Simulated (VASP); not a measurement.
# CoO (F-43m) in VASP: notebook

The runs below take CoO through single point, with PBE+U.

Everything below comes from runs of VASP 6.6.1. Logs are shortened: lines on timing, memory, paths and dates and some standing lists are left out, and cuts for length are marked.

## Step 1: The cell of the first run

Symmetry: F-43m, No. 216, cubic system. The conventional cell has a = 4.500 Å, b = 4.500 Å, c = 4.500 Å, α = 90.00°, β = 90.00°, γ = 90.00°. Within 2.6 Å of Co (site symmetry -43m) lie 4 O at 1.95 Å. O (site symmetry -43m) has 4 Co at 1.95 Å within 2.6 Å.

## Step 2: Single point, PBE+U, collinear spin, antiferromagnetic start

File INCAR:

```
ALGO     = Normal         # electronic algorithm
EDIFF    = 1E-6           # SCF threshold, eV
ENCUT    = 520            # plane-wave cutoff, eV
GGA      = PE             # functional
ISIF     = 2              # what is computed and relaxed
ISMEAR   = 0              # smearing method
ISPIN    = 2              # spin polarisation
LASPH    = True           # aspherical terms in the spheres
LCHARG   = False          # write CHGCAR
LDAU     = True           # DFT+U
LDAUJ    = 0 0          
LDAUL    = 2 -1           # shell
LDAUPRINT= 1            
LDAUTYPE = 2            
LDAUU    = 5 0            # U, eV
LMAXMIX  = 4              # l up to which the mixer works
LORBIT   = 11             # projections on sites
LREAL    = False          # projectors in reciprocal space
LWAVE    = False          # write WAVECAR
MAGMOM   = 3 -3 0 0       # initial moments
NBANDS   = 27             # bands
NELM     = 150            # most SCF steps
PREC     = Accurate       # precision mode
SIGMA    = 0.05           # smearing width, eV
```

File KPOINTS:

```
k-points
0
Gamma
  16 16 8
```

File POSCAR:

```
CoO
1.0
    0.0000000000      2.2499728228      2.2499728228
    4.4999456457      2.2499728228      2.2499728228
    4.4999456457      4.4999456457      0.0000000000
Co O
2 2
Direct
    0.0000000000      1.0000000000      1.0000000000
    0.0000000000      1.0000000000      0.5000000000
    0.2500000000      0.2500000000      0.0000000000
    0.2500000000      0.2500000000      0.5000000000
```

Potentials or basis: VASP PAW PBE potentials, release 64 (Co, O).

Run with:

```console
$ cat potpaw_PBE.64/Co/POTCAR potpaw_PBE.64/O/POTCAR > POTCAR
$ mpirun -np 1 vasp_std > vasp.out
```

OUTCAR:

```text
EDIFF = 1E-6
   ENCUT = 520
   GGA = PE
   ISIF = 2
   ISMEAR = 0
   ISPIN = 2
   LASPH = True
   LORBIT = 11
   LREAL = False
   NELM = 150
   PREC = Accurate

 ion  position               nearest neighbor table
   1  0.000  0.000  0.000-   3 1.95   3 1.95   4 1.95   4 1.95
   2  0.000  0.000  0.500-   4 1.95   4 1.95   3 1.95   3 1.95
   3  0.250  0.250  0.000-   1 1.95   1 1.95   2 1.95   2 1.95
   4  0.250  0.250  0.500-   2 1.95   2 1.95   1 1.95   1 1.95

  LATTYP: Found a simple tetragonal cell.
 ALAT       =     3.1819420810
 C/A-ratio  =     1.4142135624

  Lattice vectors:

 A1 = (   0.0000000000,  -2.2499728229,   2.2499728228)
 A2 = (   0.0000000000,  -2.2499728228,  -2.2499728228)
 A3 = (   4.4999456457,   0.0000000000,   0.0000000000)

Analysis of symmetry for initial positions (statically):
=====================================================================
 Subroutine PRICEL returns following result:

  LATTYP: Found a face centered cubic cell.
 ALAT       =     4.4999456457
[... 12 lines left out ...]
 Subroutine GETGRP returns: Found  8 space group operations
 (whereof  8 operations were pure point group operations)
 out of a pool of 16 trial point group operations.

The static configuration has the point symmetry D_2d.

Analysis of symmetry for dynamics (positions and initial velocities):
=====================================================================
 Subroutine PRICEL returns following result:

  LATTYP: Found a face centered cubic cell.
 ALAT       =     4.4999456457
[... 12 lines left out ...]
 Subroutine GETGRP returns: Found  8 space group operations
 (whereof  8 operations were pure point group operations)
 out of a pool of 16 trial point group operations.

The dynamic configuration has the point symmetry D_2d.

Analysis of structural, dynamic, and magnetic symmetry:
=====================================================================
 Subroutine PRICEL returns following result:

  LATTYP: Found a face centered cubic cell.
 ALAT       =     4.4999456457
[... 12 lines left out ...]
 Subroutine GETGRP returns: Found  8 space group operations
 (whereof  8 operations were pure point group operations)
 out of a pool of 16 trial point group operations.

The overall configuration has the point symmetry D_2d.

 Subroutine INISYM returns: Found  8 space group operations
 (whereof  8 operations are pure point group operations),
 and found     2 'primitive' translations

----------------------------------------------------------------------------------------

                                     Primitive cell

  volume of cell :      22.7804

  direct lattice vectors                    reciprocal lattice vectors
    -2.249972823  2.249972823  0.000000000    -0.222224906  0.222224906 -0.222224906
    -2.249972823 -0.000000000  2.249972823    -0.222224906 -0.222224906  0.222224906
     0.000000000  2.249972823  2.249972823     0.222224906  0.222224906  0.222224906

  length of vectors
     3.181942081  3.181942081  3.181942081     0.384904829  0.384904829  0.384904829

  position of ions in fractional coordinates (direct lattice)
     0.000000000  0.000000000  0.000000000
     0.750000000  0.750000000  0.750000000

  ion indices of the primitive-cell ions
   primitive index   ion index
                 1           1
                 2           3

----------------------------------------------------------------------------------------

 KPOINTS: k-points

Automatic generation of k-mesh.
 Grid dimensions read from file:
 generate k-points for:   16   16    8

 Generating k-lattice:

[... 88 lines left out ...]
   U (eV)           for each species LDAUU =   5.0  0.0
   J (eV)           for each species LDAUJ =   0.0  0.0
   GGA     = PE    functional components
   LHFCALC =     F    Hartree Fock is set to
   AEXX    =    0.0000 exact exchange contribution
   IVDW    =     0    specifies the selected vdW correction
   LEPSILON=     F    determine dielectric tensor
   LRPA    =     F    only Hartree local field effects (RPA)
 spin polarized calculation
 Gauss-broadening in eV      SIGMA  =   0.05
  energy-cutoff  :      520.00
  volume of cell :       45.56
 maximum number of plane-waves:      1272
   NGX = 11   NGY = 21   NGZ = 23

 number of electron      30.0000000 magnetization      -0.0000000

atom =   1  type =  1  l = 2

 onsite density matrix

spin component  1

  0.9960  0.0000  0.0000 -0.0000 -0.0000
  0.0000  0.9924 -0.0000 -0.0000  0.0000
  0.0000 -0.0000  0.9734  0.0000 -0.0012
 -0.0000 -0.0000  0.0000  0.9960  0.0000
 -0.0000  0.0000 -0.0012  0.0000  0.9748

spin component  2

  0.1168  0.0000  0.0000 -0.0000  0.0000
  0.0000  0.1238 -0.0000 -0.0000  0.0000
  0.0000 -0.0000  0.9714  0.0000  0.0016
 -0.0000 -0.0000  0.0000  0.1168  0.0000
  0.0000  0.0000  0.0016  0.0000  0.9696

 occupancies and eigenvectors

  o =  0.1168  v =  0.0000  0.0000  0.0000  0.0000  0.0000 -0.3827  0.0000  0.0000 -0.9239  0.0000      0.0000  0.0000  0.0000  0.0000  0.0000  0.0000  0.0000  0.0000  0.0000  0.0000
  o =  0.1168  v =  0.0000  0.0000  0.0000  0.0000  0.0000 -0.9239 -0.0000  0.0000  0.3827  0.0000      0.0000  0.0000  0.0000  0.0000  0.0000  0.0000  0.0000  0.0000  0.0000  0.0000
  o =  0.1238  v =  0.0000  0.0000  0.0000  0.0000  0.0000  0.0000  1.0000  0.0000  0.0000 -0.0000      0.0000  0.0000  0.0000  0.0000  0.0000  0.0000  0.0000  0.0000  0.0000  0.0000
  o =  0.9687  v =  0.0000  0.0000  0.0000  0.0000  0.0000 -0.0000 -0.0000  0.5000  0.0000 -0.8660      0.0000  0.0000  0.0000  0.0000  0.0000  0.0000  0.0000  0.0000  0.0000  0.0000
  o =  0.9723  v =  0.0000  0.0000  0.0000  0.0000  0.0000  0.0000 -0.0000  0.8660  0.0000  0.5000      0.0000  0.0000  0.0000  0.0000  0.0000  0.0000  0.0000  0.0000  0.0000  0.0000
  o =  0.9728  v =  0.0000  0.0000 -0.8660  0.0000 -0.5000  0.0000  0.0000  0.0000  0.0000  0.0000      0.0000  0.0000  0.0000  0.0000  0.0000  0.0000  0.0000  0.0000  0.0000  0.0000
  o =  0.9755  v =  0.0000 -0.0000 -0.5000 -0.0000  0.8660  0.0000  0.0000  0.0000  0.0000  0.0000      0.0000  0.0000  0.0000  0.0000  0.0000  0.0000  0.0000  0.0000  0.0000  0.0000
  o =  0.9924  v = -0.0000  1.0000 -0.0000 -0.0000  0.0000  0.0000  0.0000  0.0000  0.0000  0.0000      0.0000  0.0000  0.0000  0.0000  0.0000  0.0000  0.0000  0.0000  0.0000  0.0000
  o =  0.9960  v = -0.3827 -0.0000 -0.0000 -0.9239 -0.0000  0.0000  0.0000  0.0000  0.0000  0.0000      0.0000  0.0000  0.0000  0.0000  0.0000  0.0000  0.0000  0.0000  0.0000  0.0000
  o =  0.9960  v = -0.9239 -0.0000 -0.0000  0.3827  0.0000  0.0000  0.0000  0.0000  0.0000  0.0000      0.0000  0.0000  0.0000  0.0000  0.0000  0.0000  0.0000  0.0000  0.0000  0.0000

atom =   2  type =  1  l = 2

 onsite density matrix

spin component  1

  0.1168  0.0000  0.0000 -0.0000  0.0000
  0.0000  0.1238 -0.0000 -0.0000  0.0000
  0.0000 -0.0000  0.9714  0.0000  0.0016
 -0.0000 -0.0000  0.0000  0.1168  0.0000
  0.0000  0.0000  0.0016  0.0000  0.9696

spin component  2

  0.9960  0.0000  0.0000 -0.0000 -0.0000
  0.0000  0.9924 -0.0000 -0.0000  0.0000
  0.0000 -0.0000  0.9734  0.0000 -0.0012
 -0.0000 -0.0000  0.0000  0.9960  0.0000
 -0.0000  0.0000 -0.0012  0.0000  0.9748

 occupancies and eigenvectors

  o =  0.1168  v = -0.3828 -0.0000  0.0000 -0.9238  0.0000  0.0000  0.0000  0.0000  0.0000  0.0000      0.0000  0.0000  0.0000  0.0000  0.0000  0.0000  0.0000  0.0000  0.0000  0.0000
  o =  0.1168  v = -0.9238  0.0000  0.0000  0.3828  0.0000  0.0000  0.0000  0.0000  0.0000  0.0000      0.0000  0.0000  0.0000  0.0000  0.0000  0.0000  0.0000  0.0000  0.0000  0.0000
  o =  0.1238  v =  0.0000  1.0000  0.0000 -0.0000 -0.0000  0.0000  0.0000  0.0000  0.0000  0.0000      0.0000  0.0000  0.0000  0.0000  0.0000  0.0000  0.0000  0.0000  0.0000  0.0000
  o =  0.9687  v = -0.0000 -0.0000  0.5000 -0.0000 -0.8660  0.0000  0.0000  0.0000  0.0000  0.0000      0.0000  0.0000  0.0000  0.0000  0.0000  0.0000  0.0000  0.0000  0.0000  0.0000
  o =  0.9723  v =  0.0000 -0.0000  0.8660  0.0000  0.5000  0.0000  0.0000  0.0000  0.0000  0.0000      0.0000  0.0000  0.0000  0.0000  0.0000  0.0000  0.0000  0.0000  0.0000  0.0000
  o =  0.9728  v =  0.0000  0.0000  0.0000  0.0000  0.0000  0.0000  0.0000 -0.8660  0.0000 -0.5000      0.0000  0.0000  0.0000  0.0000  0.0000  0.0000  0.0000  0.0000  0.0000  0.0000
  o =  0.9755  v =  0.0000  0.0000  0.0000  0.0000  0.0000  0.0000 -0.0000 -0.5000 -0.0000  0.8660      0.0000  0.0000  0.0000  0.0000  0.0000  0.0000  0.0000  0.0000  0.0000  0.0000
  o =  0.9924  v =  0.0000  0.0000  0.0000  0.0000  0.0000 -0.0000  1.0000 -0.0000  0.0000  0.0000      0.0000  0.0000  0.0000  0.0000  0.0000  0.0000  0.0000  0.0000  0.0000  0.0000
  o =  0.9960  v =  0.0000  0.0000  0.0000  0.0000  0.0000 -0.3827  0.0000 -0.0000 -0.9239 -0.0000      0.0000  0.0000  0.0000  0.0000  0.0000  0.0000  0.0000  0.0000  0.0000  0.0000
  o =  0.9960  v =  0.0000  0.0000  0.0000  0.0000  0.0000 -0.9239 -0.0000 -0.0000  0.3827  0.0000      0.0000  0.0000  0.0000  0.0000  0.0000  0.0000  0.0000  0.0000  0.0000  0.0000

 number of electron      30.0000000 magnetization       0.0000000

 Free energy of the ion-electron system (eV)
  ---------------------------------------------------
  ext. energy  EPLUGINS =         0.00000000
  ---------------------------------------------------
  free energy    TOTEN  =       -23.57516213 eV

  energy without entropy =      -23.57516213  energy(sigma->0) =      -23.57516213

 E-fermi :   5.4101     XC(G=0): -11.1157

 val. band max:        5.1228441434   @ k =   0.0000   0.0000   0.5000
 cond. band min:       6.6561418190   @ k =   0.0000   0.0000   0.0000
 fundamental gap:      1.5332976756
 Fermi energy:         5.4101021491

 spin component 1

 k-point     1 :       0.0000    0.0000    0.0000
  band No.  band energies     occupation
      1     -13.2618      1.00000
      2     -12.4177      1.00000
      3      -1.0824      1.00000
      4      -0.9068      1.00000
      5      -0.9067      1.00000
      6      -0.7320      1.00000
[... 1433 lines left out ...]
     26      20.7700      0.00000
     27      21.2397      0.00000

 [... further k-points ...]

------------------------ aborting loop because EDIFF is reached ----------------------------------------

  FORCE on cell =-STRESS in cart. coord.  units (eV):
  Direction    XX          YY          ZZ          XY          YZ          ZX
  --------------------------------------------------------------------------------------
  -------------------------------------------------------------------------------------
  Total        2.8756957      3.0261075      3.0261075      0.0000000     -0.0000000      0.0000000
  in kB      101.1257375    106.4150672    106.4150672      0.0000000     -0.0000000      0.0000000
  external PRESSURE =     104.6519573 kB  Pullay stress =       0.0000000 kB

 VOLUME and BASIS-vectors are now :
 -----------------------------------------------------------------------------
  energy-cutoff  :      520.00
  volume of cell :       45.56
      direct lattice vectors                 reciprocal lattice vectors
     0.000000000  2.249972823  2.249972823    -0.222224906  0.222224906  0.222224906
     4.499945646  2.249972823  2.249972823     0.222224906 -0.222224906  0.222224906
     4.499945646  4.499945646  0.000000000     0.000000000  0.222224906 -0.222224906

 POSITION                                       TOTAL-FORCE (eV/Angst)
 -----------------------------------------------------------------------------------
      0.00000      0.00000      0.00000        -0.000000     -0.000000     -0.000000
      2.24997      2.24997      0.00000        -0.000000      0.000000      0.000000
      1.12499      1.12499      1.12499         0.000000      0.000000      0.000000
      3.37496      3.37496      1.12499         0.000000      0.000000     -0.000000
 -----------------------------------------------------------------------------------
    total drift:                               -0.000021      0.000002     -0.000007

  FREE ENERGIE OF THE ION-ELECTRON SYSTEM (eV)
  ---------------------------------------------------
  free  energy   TOTEN  =       -23.5751621257 eV

  energy  without entropy=      -23.5751621257  energy(sigma->0) =      -23.57516213

 total charge

# of ion       s       p       d       tot
------------------------------------------
    1        0.368   0.470   7.202   8.040
    2        0.368   0.470   7.202   8.040
    3        1.547   3.503   0.000   5.049
    4        1.547   3.503   0.000   5.049
--------------------------------------------------
tot          3.829   7.946  14.405  26.180

 magnetization (x)

# of ion       s       p       d       tot
------------------------------------------
    1        0.015   0.045   2.631   2.692
    2       -0.015  -0.045  -2.631  -2.692
    3        0.000   0.000   0.000   0.000
    4        0.000   0.000   0.000   0.000
--------------------------------------------------
tot          0.000   0.000   0.000   0.000
```

Run time: 4.9 min. Hardware: 1 thread of Intel Xeon 6975P-C (Granite Rapids), shared host; peak memory 0.52 GiB.

What came out:

```
Free energy                                           : -23.5752 eV
Pressure                                              : 10.5 GPa
Band gap on the k mesh                                : 1.53 eV
Net moment                                            : 0.00 μB per cell
Site moments                                          : Co +2.69, -2.69; O +0.00 μB
Valence electrons inside the program's atomic spheres : Co 8.04; O 5.05
```

Levels at points of the mesh, in eV from the valence-band top:
Spin up:
```tsv
k point	band 13	band 14	band 15	band 16	band 17	band 18
(0.00, 0.00, 0.00)	-1.20	-0.82	-0.82	1.53	3.48	4.75
(0.50, 0.00, 0.00)	-0.95	-0.94	-0.18	3.62	4.02	4.47
(0.50, 0.50, 0.00)	-2.09	-1.28	-1.07	2.68	2.68	3.94
(0.00, 0.00, 0.50)	-1.55	-1.23	0.00	3.37	3.64	4.43
(0.50, 0.00, 0.50)	-1.73	-1.40	-0.40	2.81	2.81	3.80
(0.00, 0.50, 0.50)	-0.66	-0.66	-0.49	3.93	4.49	4.54
```
Spin down:
```
           k point  band 12  band 13  band 14  band 15  band 16  band 17  band 18  band 19
(0.00, 0.00, 0.00)    -1.49    -1.20    -0.82    -0.82     1.53     3.48     4.75     4.75
(0.50, 0.00, 0.00)    -2.01    -0.95    -0.94    -0.18     3.62     4.02     4.47     6.81
(0.50, 0.50, 0.00)    -2.40    -2.09    -1.28    -1.07     2.68     2.68     3.94     7.04
(0.00, 0.00, 0.50)    -2.06    -1.55    -1.23     0.00     3.37     3.64     4.43     6.79
(0.50, 0.00, 0.50)    -2.69    -1.73    -1.40    -0.40     2.81     2.81     3.80     8.61
(0.00, 0.50, 0.50)    -1.85    -0.66    -0.66    -0.49     3.93     4.49     4.54     4.68
```

Eigenvalues of the final occupation matrices:
```csv
site,spin,trace,eigenvalues
site 1 d,1,4.93,0.97 0.98 0.99 1.00 1.00
site 1 d,2,2.30,0.12 0.12 0.12 0.97 0.97
site 2 d,1,2.30,0.12 0.12 0.12 0.97 0.97
site 2 d,2,4.93,0.97 0.98 0.99 1.00 1.00
```

Caveat: the cell stands under pressure.

## Step 3: Single point, PBE+U, collinear spin, ferromagnetic start

This run uses another cell than the first one: it holds 2 atoms, not 4.

File INCAR:

```
ALGO     = Normal         # electronic algorithm
EDIFF    = 1E-6           # SCF threshold, eV
ENCUT    = 600            # plane-wave cutoff, eV
GGA      = PE             # functional
GGA_COMPAT= F            
ISIF     = 2              # what is computed and relaxed
ISMEAR   = 0              # smearing method
ISPIN    = 2              # spin polarisation
LASPH    = T              # aspherical terms in the spheres
LCHARG   = F              # write CHGCAR
LDAU     = T              # DFT+U
LDAUJ    = 0 0          
LDAUL    = 2 -1           # shell
LDAUPRINT= 1            
LDAUTYPE = 2            
LDAUU    = 5 0            # U, eV
LMAXMIX  = 4              # l up to which the mixer works
LORBIT   = 11             # projections on sites
LREAL    = F              # projectors in reciprocal space
LWAVE    = F              # write WAVECAR
MAGMOM   = 3 0            # initial moments
NBANDS   = 22             # bands
NELM     = 200            # most SCF steps
PREC     = Accurate       # precision mode
SIGMA    = 0.05           # smearing width, eV
```

File KPOINTS:

```
k-points
0
Gamma
  16 16 16
```

File POSCAR:

```
CoO
1.0
    0.0000000000      2.2499728228      2.2499728228
    2.2499728228      0.0000000000      2.2499728228
    2.2499728228      2.2499728228      0.0000000000
Co O
1 1
Direct
    0.0000000000      0.0000000000      0.0000000000
    0.2500000000      0.2500000000      0.2500000000
```

Potentials or basis: VASP PAW PBE potentials, release 64 (Co_sv, O).

Run with:

```console
$ cat potpaw_PBE.64/Co_sv/POTCAR potpaw_PBE.64/O/POTCAR > POTCAR
$ mpirun -np 1 vasp_std > vasp.out
```

Run time: 3.9 min. Hardware: 1 thread of Intel Xeon Platinum 8259CL at 2.50GHz (Skylake/Cascade Lake), shared host; peak memory 0.26 GiB.

Results (log left out):

| Property | Result |
| --- | --- |
| Free energy | -11.1424 eV |
| Pressure | 13.5 GPa |
| Band gap on the k mesh | 0.61 eV |
| Net moment | 3.00 μB per cell |
| Site moments | Co +2.66; O +0.16 μB |
| Valence electrons inside the program's atomic spheres | Co 14.98; O 5.06 |

Levels at points of the mesh, in eV from the valence-band top:
Spin up:
| k point | band 11 | band 12 | band 13 | band 14 | band 15 | band 16 |
| --- | --- | --- | --- | --- | --- | --- |
| (0.00, 0.00, 0.00) | 0.00 | 0.00 | 0.00 | 0.61 | 14.63 | 14.63 |
| (0.50, 0.00, 0.00) | -3.61 | -0.84 | -0.84 | 6.18 | 7.49 | 13.82 |
| (0.50, 0.50, 0.00) | -2.54 | -2.54 | -2.31 | 5.14 | 10.62 | 11.32 |
Spin down:
| k point | band 8 | band 9 | band 10 | band 11 | band 12 | band 13 |
| --- | --- | --- | --- | --- | --- | --- |
| (0.00, 0.00, 0.00) | -3.68 | -1.95 | -1.95 | 1.33 | 5.15 | 5.15 |
| (0.50, 0.00, 0.00) | -3.97 | -1.28 | -1.28 | 2.88 | 4.28 | 4.28 |
| (0.50, 0.50, 0.00) | -3.56 | -1.62 | -0.96 | 1.32 | 3.78 | 3.78 |

Eigenvalues of the final occupation matrices:
```tsv
site	spin	trace	eigenvalues
site 1 d	1	4.68	0.93 0.93 0.94 0.94 0.94
site 1 d	2	2.06	0.08 0.08 0.08 0.91 0.91
```

Caveat: the cell stands under pressure; a cell with one magnetic atom can't hold antiferromagnetic order, which such compounds often take. A k mesh can miss the band edges.
